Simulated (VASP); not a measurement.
# Sn (Im-3m) in VASP: further runs

Sn is run at these levels: PBE; tasks: single point.

Everything below comes from runs of VASP 6.6.1. Logs are shortened: lines on timing, memory, paths and dates and some standing lists are left out, and cuts for length are marked.

## Step 1: The cell of the first run

It takes space group Im-3m (No. 229, cubic). Conventional cell: a = 3.710 Å, b = 3.710 Å, c = 3.710 Å, α = 90.00°, β = 90.00°, γ = 90.00°. Within 4.2 Å of Sn (site symmetry m-3m) lie 14 Sn at 3.21 to 3.71 Å.

This isn't the form of Sn at room conditions, which is tetragonal (white tin).

## Step 2: Single point, PBE (25.53 Å³/atom)

The input, INCAR:

```
PREC = Accurate
ENCUT = 520
EDIFF = 1E-6
ISMEAR = -1
SIGMA = 0.1
LREAL = False
LASPH = True
NELM = 60
ALGO = Normal
ISIF = 2
LWAVE = False
LCHARG = False
GGA = PE
NBANDS = 13
```

The input, KPOINTS:

```
regular mesh
0
Gamma
  15 15 15
```

The input, POSCAR:

```
Sn
1.0
   -1.8549170423      1.8549170423      1.8549170423
    1.8549170423     -1.8549170423      1.8549170423
    1.8549170423      1.8549170423     -1.8549170423
Sn
1
Direct
    0.0000000000      0.0000000000      0.0000000000
```

Potentials or basis: VASP PAW PBE potentials, release 64 (Sn_d).

Started as:

```
$ cat potpaw_PBE.64/Sn_d/POTCAR > POTCAR
$ mpirun -np 1 vasp_std > vasp.out
```

OUTCAR:

```text
PREC = Accurate
   ENCUT = 520
   EDIFF = 1E-6
   ISMEAR = -1
   LREAL = False
   LASPH = True
   NELM = 60
   ISIF = 2
   GGA = PE

 ion  position               nearest neighbor table
   1  0.000  0.000  0.000-

  LATTYP: Found a body centered cubic cell.
 ALAT       =     3.7098340846

  Lattice vectors:

 A1 = (  -1.8549170423,   1.8549170423,   1.8549170423)
 A2 = (   1.8549170423,  -1.8549170423,   1.8549170423)
 A3 = (   1.8549170423,   1.8549170423,  -1.8549170423)

Analysis of symmetry for initial positions (statically):
=====================================================================
 Subroutine PRICEL returns:
 Original cell was already a primitive cell.

 Routine SETGRP: Setting up the symmetry group for a
 body centered cubic supercell.

 Subroutine GETGRP returns: Found 48 space group operations
 (whereof 48 operations were pure point group operations)
 out of a pool of 48 trial point group operations.

The static configuration has the point symmetry O_h .

Analysis of symmetry for dynamics (positions and initial velocities):
=====================================================================
 Subroutine PRICEL returns:
 Original cell was already a primitive cell.

 Routine SETGRP: Setting up the symmetry group for a
 body centered cubic supercell.

 Subroutine GETGRP returns: Found 48 space group operations
 (whereof 48 operations were pure point group operations)
 out of a pool of 48 trial point group operations.

The dynamic configuration has the point symmetry O_h .

 Subroutine INISYM returns: Found 48 space group operations
 (whereof 48 operations are pure point group operations),
 and found     1 'primitive' translations

----------------------------------------------------------------------------------------

                                     Primitive cell

  volume of cell :      25.5290

  direct lattice vectors                    reciprocal lattice vectors
    -1.854917042  1.854917042  1.854917042     0.000000000  0.269553834  0.269553834
     1.854917042 -1.854917042  1.854917042     0.269553834  0.000000000  0.269553834
     1.854917042  1.854917042 -1.854917042     0.269553834  0.269553834  0.000000000

  length of vectors
     3.212810561  3.212810561  3.212810561     0.381206687  0.381206687  0.381206687

[... 82 lines left out ...]
   IBRION =     -1    ionic relax: 0-MD 1-quasi-New 2-CG
   NFREE  =      0    steps in history (QN), initial steepest desc. (CG)
   ISIF   =      2    stress and relaxation
   ISYM   =      2    0-nonsym 1-usesym 2-fastsym
   POTIM  = 0.5000    time-step for ionic-motion
   TEBEG  =    0.0;   TEEND  =   0.0 temperature during run
   PSTRESS=    0.0 pullay stress
   NELECT =      14.0000    total number of electrons
   NUPDOWN=      -1.0000    fix difference up-down
   EMIN   =  10.00;   EMAX   =-10.00  energy-range for DOS
   EFERMI =   0.00;   METHOD = LEGACY
   ISMEAR =    -1;   SIGMA  =   0.10  broadening in eV -4-tet -1-fermi 0-gaus
   EFERMI_NEDOS =   21; number of points for ismear=-14 and -15
   IALGO  =     38    algorithm
   IMIX   =      4    mixing-type and parameters
     AMIX     =   0.40;   BMIX     =  1.00
     AMIX_MAG =   1.60;   BMIX_MAG =  1.00
  volume/ion in A,a.u.               =      25.53       172.28
  Fermi-wavevector in a.u.,A,eV,Ry     =   1.340005  2.532242 24.430796  1.795613
  Thomas-Fermi vector in A             =   2.468352
   LORBIT       =      0    0 simple, 1 ext, 2 COOP (PROOUT), +10 PAW based schemes
   GGA     = PE    functional components
   LHFCALC =     F    Hartree Fock is set to
   AEXX    =    0.0000 exact exchange contribution
   IVDW    =     0    specifies the selected vdW correction
   LEPSILON=     F    determine dielectric tensor
   LRPA    =     F    only Hartree local field effects (RPA)
 non-spin polarized calculation
  energy-cutoff  :      520.00
  volume of cell :       25.53
 maximum number of plane-waves:       712
   NGX = 11   NGY = 11   NGZ = 11

 number of electron      13.9999996 magnetization

 Free energy of the ion-electron system (eV)
  ---------------------------------------------------
  ext. energy  EPLUGINS =         0.00000000
  ---------------------------------------------------
  free energy    TOTEN  =        -3.75585812 eV

  energy without entropy =       -3.73655440  energy(sigma->0) =       -3.74620626

 E-fermi :   8.8644     XC(G=0): -10.6662

 val. band max:        8.8609814246   @ k =   0.2000   0.2000   0.0000
 cond. band min:       8.9413148540   @ k =  -0.3333   0.4667   0.1333
 fundamental gap:      0.0803334293
 Fermi energy:         8.8643912269

 k-point     1 :       0.0000    0.0000    0.0000
  band No.  band energies     occupation
      1     -12.7387      2.00000
      2     -12.7387      2.00000
      3     -12.7387      2.00000
      4     -12.5718      2.00000
      5     -12.5718      2.00000
      6      -2.6853      2.00000
      7      17.4431      0.00000
      8      17.4431      0.00000
      9      17.4431      0.00000
     10      21.1133      0.00000
     11      21.1133      0.00000
     12      21.1133      0.00000
     13      22.0795      0.00000
[... 354 lines left out ...]
  band No.  band energies     occupation
      1     -12.7648      2.00000
      2     -12.6828      2.00000
      3     -12.5975      2.00000
      4     -12.5805      2.00000
      5     -12.5102      2.00000
      6       2.9362      2.00000
      7       4.8828      2.00000
      8       8.9433      0.62487
      9      13.3215      0.00000
     10      18.8831      0.00000
     11      22.1926      0.00000
     12      22.9913      0.00000
     13      23.2292      0.00000

 [... further k-points ...]

------------------------ aborting loop because EDIFF is reached ----------------------------------------

  FORCE on cell =-STRESS in cart. coord.  units (eV):
  Direction    XX          YY          ZZ          XY          YZ          ZX
  --------------------------------------------------------------------------------------
  -------------------------------------------------------------------------------------
  Total        0.6990689      0.6990689      0.6990689      0.0000000      0.0000000     -0.0000000
  in kB       43.8729791     43.8729791     43.8729791      0.0000000      0.0000000     -0.0000000
  external PRESSURE =      43.8729791 kB  Pullay stress =       0.0000000 kB

 VOLUME and BASIS-vectors are now :
 -----------------------------------------------------------------------------
  energy-cutoff  :      520.00
  volume of cell :       25.53
      direct lattice vectors                 reciprocal lattice vectors
    -1.854917042  1.854917042  1.854917042     0.000000000  0.269553834  0.269553834
     1.854917042 -1.854917042  1.854917042     0.269553834  0.000000000  0.269553834
     1.854917042  1.854917042 -1.854917042     0.269553834  0.269553834  0.000000000

 POSITION                                       TOTAL-FORCE (eV/Angst)
 -----------------------------------------------------------------------------------
      0.00000      0.00000      0.00000         0.000000     -0.000000     -0.000000
 -----------------------------------------------------------------------------------
    total drift:                                0.000000      0.000000     -0.000000

  FREE ENERGIE OF THE ION-ELECTRON SYSTEM (eV)
  ---------------------------------------------------
  free  energy   TOTEN  =        -3.7558581171 eV

  energy  without entropy=       -3.7365544040  energy(sigma->0) =       -3.74620626
```

stdout:

```text
POSCAR found type information on POSCAR Sn
 POSCAR found :  1 types and       1 ions
 scaLAPACK will be used
 LDA part: xc-table for (Slater+PW92), standard interpolation
 POSCAR, INCAR and KPOINTS ok, starting setup
 FFT: planning ... GRIDC
 FFT: planning ... GRID_SOFT
 FFT: planning ... GRID
 WAVECAR not read
 entering main loop
```

Wall time 15 s (1 thread of Intel Xeon 8259CL, shared host); peak memory 0.16 GiB.

What came out:

| Property | Result |
| --- | --- |
| Free energy | -3.7559 eV |
| Pressure | 4.4 GPa |
| Band gap on the k mesh | zero (bands 7 and 8 overlap by 11.24 eV) |

Levels at points of the mesh, in eV from the Fermi level:
| k point | band 3 | band 4 | band 5 | band 6 | band 7 | band 8 | band 9 | band 10 | band 11 | band 12 |
| --- | --- | --- | --- | --- | --- | --- | --- | --- | --- | --- |
| (0.00, 0.00, 0.00) | -21.60 | -21.44 | -21.44 | -11.55 | 8.58 | 8.58 | 8.58 | 12.25 | 12.25 | 12.25 |

Caveat: the cell stands under pressure; spin-orbit coupling is left out, which moves the levels of the heavy elements.

## Step 3: Single point, PBE

The input, INCAR:

```
SYSTEM = Sn
ALGO = Normal
EDIFF = 1E-6
ENCUT = 520
GGA = PE
ISIF = 2
ISMEAR = -1
LASPH = .TRUE.
LCHARG = .TRUE.
LELF = .TRUE.
LREAL = .FALSE.
LVHAR = .TRUE.
LWAVE = .FALSE.
NBANDS = 13
NELM = 80
PREC = Accurate
SIGMA = 0.1
```

The input, KPOINTS:

```
k-points
0
G
  15 15 15
  0 0 0
```

POSCAR is that of step 2.

Potentials or basis: VASP PAW PBE potentials, release 64 (Sn_d).

Started as:

```
$ cat potpaw_PBE.64/Sn_d/POTCAR > POTCAR
$ mpirun -np 1 vasp_std > vasp.out
```

Run time: 18 s. Hardware: 1 thread of Intel Xeon 8259CL, shared host; peak memory 0.16 GiB.

It converged, with:

- Free energy: -3.7559 eV
- Pressure: 4.4 GPa
- Band gap on the k mesh: zero (bands 7 and 8 overlap by 11.24 eV)

Levels at points of the mesh, in eV from the Fermi level:
```
           k point  band 3  band 4  band 5  band 6  band 7  band 8  band 9  band 10  band 11  band 12
(0.00, 0.00, 0.00)  -21.60  -21.44  -21.44  -11.55    8.58    8.58    8.58    12.25    12.25    12.25
```

Caveat: the cell stands under pressure; spin-orbit coupling is left out, which moves the levels of the heavy elements.

## Step 4: Single point, PBE

This run uses another cell than the first one, of 27.63 Å³/atom.

The input, INCAR:

```
SYSTEM = Sn
PREC = Accurate
ENCUT = 520
EDIFF = 1E-6
ISMEAR = -1
SIGMA = 0.1
LREAL = .FALSE.
LASPH = .TRUE.
NELM = 60
ALGO = Normal
ISIF = 2
LWAVE = .FALSE.
LCHARG = .FALSE.
GGA = PE
NBANDS = 13
```

The input, KPOINTS:

```
Automatic mesh
0
G
  15 15 15
  0 0 0
```

The input, POSCAR:

```
Sn
1.0
   -1.9044394431      1.9044394431      1.9044394431
    1.9044394431     -1.9044394431      1.9044394431
    1.9044394431      1.9044394431     -1.9044394431
Sn
1
Direct
    0.0000000000      0.0000000000      0.0000000000
```

Started as:

```
$ cat potpaw_PBE.64/Sn_d/POTCAR > POTCAR
$ mpirun -np 1 vasp_std > vasp.out
```

Wall time 38 s (1 thread of Intel Xeon 8259CL, shared host); peak memory 0.18 GiB.

The run converged. Its results:

- Free energy: -3.7826 eV
- Pressure: -0.1 GPa
- Band gap on the k mesh: zero (bands 7 and 8 overlap by 10.23 eV)

Levels at points of the mesh, in eV from the Fermi level:
```
           k point  band 4  band 5  band 6  band 7  band 8  band 9  band 10  band 11
(0.00, 0.00, 0.00)  -21.42  -21.42  -10.97    7.82    7.82    7.82    12.08    12.08
```

Caveat: spin-orbit coupling is left out, which moves the levels of the heavy elements.
